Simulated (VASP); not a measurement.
# Cu (P2_1/m) in VASP: a series of runs

Cu is run at these levels: PBE; tasks: single point.

All numbers are computed with VASP 6.6.1; they aren't measurements. Logs are shortened: lines on timing, memory, paths and dates and some standing lists are left out, and cuts for length are marked.

### 1 The cell of the first run

Symmetry: P2_1/m, No. 11, monoclinic system. Conventional cell: a = 2.527 Å, b = 2.514 Å, c = 4.301 Å, α = 90.00°, β = 107.08°, γ = 90.00°. Cu (site symmetry m) has 12 Cu at 2.39 to 3.20 Å within 3.3 Å.

### 2 Single point, PBE (atoms displaced along a vibrational mode, the cell strained)

Input file INCAR:

```
ALGO     = Fast           # electronic algorithm
EDIFF    = 1E-7           # SCF threshold, eV
ENCUT    = 520            # plane-wave cutoff, eV
GGA      = PE             # functional
ISIF     = 2              # what is computed and relaxed
ISMEAR   = 0              # smearing method
LASPH    = T              # aspherical terms in the spheres
LCHARG   = F              # write CHGCAR
LREAL    = F              # projectors in reciprocal space
LWAVE    = F              # write WAVECAR
NBANDS   = 18             # bands
NELM     = 60             # most SCF steps
PREC     = Accurate       # precision mode
SIGMA    = 0.15           # smearing width, eV
```

Input file KPOINTS:

```
k-points
0
Gamma
  18 18 18
```

Input file POSCAR:

```
Cu
1.0
    1.2634141204     -4.1115037498      0.0000000000
    1.2634141204      4.1115037498      0.0000000000
    0.0000000000      0.0000000000      2.5142119659
Cu
2
Direct
    0.0210080975      0.7529377565      0.2500000000
    0.9789919025      0.2470622435      0.7500000000
```

Potentials or basis: VASP PAW PBE potentials, release 64 (Cu).

Started as:

```sh
$ cat potpaw_PBE.64/Cu/POTCAR > POTCAR
$ mpirun -np 1 vasp_std > vasp.out
```

OUTCAR:

```text
EDIFF = 1E-7
   ENCUT = 520
   GGA = PE
   ISIF = 2
   ISMEAR = 0
   LASPH = T
   LREAL = F
   NELM = 60
   PREC = Accurate

 ion  position               nearest neighbor table
   1  0.021  0.753  0.250-   2 2.39   2 2.39   2 2.60   2 2.60
   2  0.979  0.247  0.750-   1 2.39   1 2.39   1 2.60   1 2.60

  LATTYP: Found a base centered orthorhombic cell.
 ALAT       =     2.5268282408
 B/A-ratio  =     3.2542803531
 C/A-ratio  =     0.9950070706

  Lattice vectors:

 A1 = (   1.2634141204,  -4.1115037498,   0.0000000000)
 A2 = (   1.2634141204,   4.1115037498,   0.0000000000)
 A3 = (   0.0000000000,   0.0000000000,   2.5142119659)

Analysis of symmetry for initial positions (statically):
=====================================================================
 Subroutine PRICEL returns:
 Original cell was already a primitive cell.

 Routine SETGRP: Setting up the symmetry group for a
 base centered orthorhombic supercell.

 Subroutine GETGRP returns: Found  4 space group operations
 (whereof  2 operations were pure point group operations)
 out of a pool of  8 trial point group operations.

The static configuration has the point symmetry S_2 .
 The point group associated with its full space group is C_2h.

Analysis of symmetry for dynamics (positions and initial velocities):
=====================================================================
 Subroutine PRICEL returns:
 Original cell was already a primitive cell.

 Routine SETGRP: Setting up the symmetry group for a
 base centered orthorhombic supercell.

 Subroutine GETGRP returns: Found  4 space group operations
 (whereof  2 operations were pure point group operations)
 out of a pool of  8 trial point group operations.

The dynamic configuration has the point symmetry S_2 .
 The point group associated with its full space group is C_2h.

 Subroutine INISYM returns: Found  4 space group operations
 (whereof  2 operations are pure point group operations),
 and found     1 'primitive' translations

----------------------------------------------------------------------------------------

                                     Primitive cell

  volume of cell :      26.1203

  direct lattice vectors                    reciprocal lattice vectors
     1.263414120 -4.111503750  0.000000000     0.395753057 -0.121610007  0.000000000
     1.263414120  4.111503750  0.000000000     0.395753057  0.121610007  0.000000000
     0.000000000  0.000000000  2.514211966     0.000000000  0.000000000  0.397738939

  length of vectors
     4.301241486  4.301241486  2.514211966     0.414016275  0.414016275  0.397738939

  position of ions in fractional coordinates (direct lattice)
     0.021008098  0.752937757  0.250000000
     0.978991902  0.247062243  0.750000000

  ion indices of the primitive-cell ions
   primitive index   ion index
                 1           1
                 2           2

----------------------------------------------------------------------------------------

 KPOINTS: k-points

Automatic generation of k-mesh.
 Grid dimensions read from file:
 generate k-points for:   18   18   18

 Generating k-lattice:

  Cartesian coordinates                     Fractional coordinates (reciprocal lattice)
     0.021986281 -0.006756112  0.000000000     0.055555556  0.000000000  0.000000000
     0.021986281  0.006756112  0.000000000     0.000000000  0.055555556  0.000000000
     0.000000000  0.000000000  0.022096608     0.000000000  0.000000000  0.055555556

  Length of vectors
     0.023000904  0.023000904  0.022096608

  Shift w.r.t. Gamma in fractional coordinates (k-lattice)
     0.000000000  0.000000000  0.000000000

 Subroutine IBZKPT returns following result:
 ===========================================

 Found   1640 irreducible k-points:

 Following reciprocal coordinates:
            Coordinates               Weight
  0.000000  0.000000  0.000000      1.000000
  0.055556  0.000000  0.000000      2.000000
  0.000000  0.055556  0.000000      2.000000
  0.111111  0.000000  0.000000      2.000000
  0.000000  0.111111  0.000000      2.000000
  0.166667  0.000000  0.000000      2.000000
[... 16 lines left out ...]
  0.166667  0.055556  0.000000      2.000000
  0.055556  0.166667  0.000000      2.000000
 [... further k-points ...]
   k-points           NKPTS =   1640   k-points in BZ     NKDIM =   1640   number of bands    NBANDS=     18
   number of dos      NEDOS =    301   number of ions     NIONS =      2
   total plane-waves  NPLWV =  20480
   dimension x,y,z NGX =    32 NGY =   32 NGZ =   20
   dimension x,y,z NGXF=    64 NGYF=   64 NGZF=   40
   ions per type =               2
   NGX,Y,Z   is equivalent  to a cutoff of  12.37, 12.37, 13.22 a.u.
   NGXF,Y,Z  is equivalent  to a cutoff of  24.74, 24.74, 26.45 a.u.
 SYSTEM =  unknown system
   PREC   = accura    normal or accurate (medium, high low for compatibility)
   ISTART =      0    job   : 0-new  1-cont  2-samecut
   ICHARG =      2    charge: 1-file 2-atom 10-const
   ISPIN  =      1    spin polarized calculation?
   LNONCOLLINEAR =      F non collinear calculations
   LSORBIT =      F    spin-orbit coupling
   LASPH  =      T    aspherical Exc in radial PAW
   ENCUT  =  520.0 eV  38.22 Ry    6.18 a.u.   8.00  8.00  4.67*2*pi/ulx,y,z
   NELM   =     60;   NELMIN=  2; NELMDL= -5     # of ELM steps
   EDIFF  = 0.1E-06   stopping-criterion for ELM
   LREAL  =      F    real-space projection
   EDIFFG = 0.1E-05   stopping-criterion for IOM
   NSW    =      0    number of steps for IOM
   IBRION =     -1    ionic relax: 0-MD 1-quasi-New 2-CG
   NFREE  =      0    steps in history (QN), initial steepest desc. (CG)
   ISIF   =      2    stress and relaxation
   ISYM   =      2    0-nonsym 1-usesym 2-fastsym
   POTIM  = 0.5000    time-step for ionic-motion
   TEBEG  =    0.0;   TEEND  =   0.0 temperature during run
   PSTRESS=    0.0 pullay stress
   NELECT =      22.0000    total number of electrons
   NUPDOWN=      -1.0000    fix difference up-down
   EMIN   =  10.00;   EMAX   =-10.00  energy-range for DOS
   EFERMI =   0.00;   METHOD = LEGACY
   ISMEAR =     0;   SIGMA  =   0.15  broadening in eV -4-tet -1-fermi 0-gaus
   EFERMI_NEDOS =   21; number of points for ismear=-14 and -15
   IALGO  =     68    algorithm
   IMIX   =      4    mixing-type and parameters
     AMIX     =   0.40;   BMIX     =  1.00
     AMIX_MAG =   1.60;   BMIX_MAG =  1.00
  volume/ion in A,a.u.               =      13.06        88.13
  Fermi-wavevector in a.u.,A,eV,Ry     =   1.546048  2.921607 32.521519  2.390264
  Thomas-Fermi vector in A             =   2.651340
   LORBIT       =      0    0 simple, 1 ext, 2 COOP (PROOUT), +10 PAW based schemes
   GGA     = PE    functional components
   LHFCALC =     F    Hartree Fock is set to
   AEXX    =    0.0000 exact exchange contribution
   IVDW    =     0    specifies the selected vdW correction
   LEPSILON=     F    determine dielectric tensor
   LRPA    =     F    only Hartree local field effects (RPA)
 non-spin polarized calculation
 RMM-DIIS sequential band-by-band and
 Gauss-broadening in eV      SIGMA  =   0.15
  energy-cutoff  :      520.00
  volume of cell :       26.12
 maximum number of plane-waves:       718
   NGX = 15   NGY = 15   NGZ =  9

 number of electron      21.9999992 magnetization

 Free energy of the ion-electron system (eV)
  ---------------------------------------------------
  ext. energy  EPLUGINS =         0.00000000
  ---------------------------------------------------
  free energy    TOTEN  =        -7.04919558 eV

  energy without entropy =       -7.04202579  energy(sigma->0) =       -7.04561069

 E-fermi :   6.4076     XC(G=0): -12.1090

 val. band max:        6.4073181077   @ k =  -0.3889   0.1111   0.0000
 cond. band min:       6.4115021734   @ k =   0.0000   0.0000   0.0000
 fundamental gap:      0.0041840656
 Fermi energy:         6.4075725035

 k-point     1 :       0.0000    0.0000    0.0000
  band No.  band energies     occupation
      1      -2.2188      2.00000
      2       1.8176      2.00000
      3       2.5555      2.00000
      4       2.7662      2.00000
      5       3.5315      2.00000
      6       3.7557      2.00000
[... 10 lines left out ...]
     17      25.5771      0.00000
     18      27.4963      0.00000

 k-point     2 :       0.0556    0.0000    0.0000
  band No.  band energies     occupation
      1      -2.1373      2.00000
      2       1.8444      2.00000
      3       2.5868      2.00000
      4       2.7832      2.00000
      5       3.5353      2.00000
      6       3.7520      2.00000
[... 10 lines left out ...]
     17      25.8219      0.00000
     18      28.7466      0.00000

 k-point     3 :       0.0000    0.0556    0.0000
  band No.  band energies     occupation
      1      -2.1360      2.00000
      2       1.8452      2.00000
      3       2.5762      2.00000
      4       2.7944      2.00000
      5       3.5434      2.00000
      6       3.7510      2.00000
[... 10 lines left out ...]
     17      25.8692      0.00000
     18      28.3715      0.00000

 k-point     4 :       0.1111    0.0000    0.0000
  band No.  band energies     occupation
      1      -1.8956      2.00000
      2       1.9167      2.00000
      3       2.6724      2.00000
      4       2.8382      2.00000
      5       3.5458      2.00000
      6       3.7375      2.00000
[... 10 lines left out ...]
     17      26.0867      0.00000
     18      29.5114      0.00000

 k-point     5 :       0.0000    0.1111    0.0000
  band No.  band energies     occupation
      1      -1.8896      2.00000
      2       1.9239      2.00000
      3       2.6326      2.00000
      4       2.8742      2.00000
      5       3.5784      2.00000
      6       3.7360      2.00000
[... 10 lines left out ...]
     17      26.1281      0.00000
     18      29.4357      0.00000

 k-point     6 :       0.1667    0.0000    0.0000
  band No.  band energies     occupation
      1      -1.5022      2.00000
      2       2.0126      2.00000
      3       2.7732      2.00000
      4       2.9421      2.00000
      5       3.5600      2.00000
      6       3.6876      2.00000
[... 10 lines left out ...]
     17      26.2895      0.00000
     18      29.6717      0.00000

 k-point     7 :       0.0000    0.1667    0.0000
  band No.  band energies     occupation
      1      -1.4861      2.00000
      2       2.0421      2.00000
      3       2.7047      2.00000
      4       2.9887      2.00000
      5       3.6339      2.00000
      6       3.7091      2.00000
[... 10 lines left out ...]
     17      26.3493      0.00000
     18      29.7171      0.00000

 k-point     8 :       0.2222   -0.0000    0.0000
  band No.  band energies     occupation
      1      -0.9749      2.00000
      2       2.1042      2.00000
      3       2.8298      2.00000
      4       3.0437      2.00000
      5       3.5741      2.00000
      6       3.6621      2.00000
[... 10 lines left out ...]
     17      26.4907      0.00000
     18      29.8245      0.00000
[... 229 lines left out ...]
     17      28.8705      0.00000
     18      28.9183      0.00000

 k-point    20 :       0.0556    0.0556    0.0000
  band No.  band energies     occupation
      1      -1.9210      2.00000
      2       1.9245      2.00000
      3       2.6516      2.00000
      4       2.8506      2.00000
      5       3.5531      2.00000
      6       3.7452      2.00000
[... 10 lines left out ...]
     17      26.0950      0.00000
     18      29.5944      0.00000

 k-point    21 :       0.1111    0.0556    0.0000
  band No.  band energies     occupation
      1      -1.5526      2.00000
      2       2.0292      2.00000
      3       2.7525      2.00000
      4       2.9374      2.00000
      5       3.5672      2.00000
      6       3.7207      2.00000
[... 10 lines left out ...]
     17      26.2833      0.00000
     18      29.9308      0.00000

 k-point    22 :       0.0556    0.1111    0.0000
  band No.  band energies     occupation
      1      -1.5472      2.00000
      2       2.0397      2.00000
      3       2.7268      2.00000
      4       2.9557      2.00000
      5       3.5921      2.00000
      6       3.7240      2.00000
[... 10 lines left out ...]
     17      26.3034      0.00000
     18      29.9438      0.00000

 k-point    23 :       0.1667    0.0556    0.0000
  band No.  band energies     occupation
      1      -1.0464      2.00000
      2       2.1332      2.00000
      3       2.8091      2.00000
      4       3.0314      2.00000
      5       3.5819      2.00000
      6       3.7018      2.00000
[... 10 lines left out ...]
     17      26.4857      0.00000
     18      30.2425      0.00000

 k-point    24 :       0.0556    0.1667    0.0000
  band No.  band energies     occupation
      1      -1.0277      2.00000
      2       2.1755      2.00000
      3       2.7660      2.00000
      4       3.0661      2.00000
      5       3.6491      2.00000
      6       3.6997      2.00000
[... 10 lines left out ...]
     17      26.5484      0.00000
     18      30.2372      0.00000

 [... further k-points ...]

------------------------ aborting loop because EDIFF is reached ----------------------------------------

  FORCE on cell =-STRESS in cart. coord.  units (eV):
  Direction    XX          YY          ZZ          XY          YZ          ZX
  --------------------------------------------------------------------------------------
  -------------------------------------------------------------------------------------
  Total       -0.9705635      0.0633974      0.0899881      1.3106515      0.0000000      0.0000000
  in kB      -59.5327928      3.8886938      5.5197224     80.3932333      0.0000000      0.0000000
  external PRESSURE =     -16.7081256 kB  Pullay stress =       0.0000000 kB

 VOLUME and BASIS-vectors are now :
 -----------------------------------------------------------------------------
  energy-cutoff  :      520.00
  volume of cell :       26.12
      direct lattice vectors                 reciprocal lattice vectors
     1.263414120 -4.111503750  0.000000000     0.395753057 -0.121610007  0.000000000
     1.263414120  4.111503750  0.000000000     0.395753057  0.121610007  0.000000000
     0.000000000  0.000000000  2.514211966     0.000000000  0.000000000  0.397738939

 POSITION                                       TOTAL-FORCE (eV/Angst)
 -----------------------------------------------------------------------------------
      0.97781      3.00933      0.62855         0.350262      0.845259      0.000000
      1.54901     -3.00933      1.88566        -0.350262     -0.845259      0.000000
 -----------------------------------------------------------------------------------
    total drift:                               -0.000000     -0.000000     -0.000000

  FREE ENERGIE OF THE ION-ELECTRON SYSTEM (eV)
  ---------------------------------------------------
  free  energy   TOTEN  =        -7.0491955775 eV

  energy  without entropy=       -7.0420257948  energy(sigma->0) =       -7.04561069
```

Wall time 25 min (1 thread of Oxide Virtual Turin-like, shared host); peak memory 0.64 GiB.

Results:

| Item | Value |
| --- | --- |
| Free energy | -7.0492 eV |
| Pressure | -1.7 GPa |
| Largest force | 0.915 eV/Å |
| Band gap on the k mesh | zero (bands 11 and 12 overlap by 6.47 eV) |

Forces in eV/Å, atoms in the order of the input:
```
Cu   0.350  0.845  0.000
Cu  -0.350 -0.845  0.000
```

Levels at points of the mesh, in eV from the Fermi level:
| k point | band 7 | band 8 | band 9 | band 10 | band 11 | band 12 | band 13 | band 14 | band 15 | band 16 |
| --- | --- | --- | --- | --- | --- | --- | --- | --- | --- | --- |
| (0.00, 0.00, 0.00) | -1.88 | -1.86 | -1.73 | -1.66 | -1.30 | 0.00 | 4.23 | 14.65 | 16.68 | 16.73 |
| (0.50, 0.00, 0.00) | -1.92 | -1.90 | -1.77 | -1.33 | -1.27 | 1.38 | 1.73 | 6.64 | 10.72 | 15.64 |
| (0.00, 0.50, 0.00) | -2.43 | -2.32 | -2.01 | -1.86 | 0.29 | 0.32 | 3.71 | 4.81 | 12.92 | 13.87 |
| (0.50, 0.50, 0.00) | -2.38 | -2.09 | -1.95 | -1.94 | -1.69 | -1.66 | 12.68 | 14.31 | 16.07 | 16.74 |
| (0.00, 0.00, 0.50) | -2.28 | -2.28 | -1.94 | -1.94 | 0.04 | 0.04 | 7.79 | 7.79 | 8.93 | 8.93 |
| (0.50, 0.00, 0.50) | -2.29 | -2.29 | -1.26 | -1.26 | 4.78 | 4.78 | 5.73 | 5.73 | 10.22 | 10.22 |
| (0.00, 0.50, 0.50) | -1.37 | -1.37 | -1.24 | -1.24 | 3.05 | 3.05 | 7.63 | 7.63 | 8.32 | 8.32 |
| (0.50, 0.50, 0.50) | -1.94 | -1.94 | -1.39 | -1.39 | -0.63 | -0.63 | 3.46 | 3.46 | 16.97 | 16.97 |

Caveat: the cell differs from its parent crystal (atoms displaced along a vibrational mode, the cell strained); the stress differs along the axes, from -6 to 1 GPa.

[end of part 1 of 2]
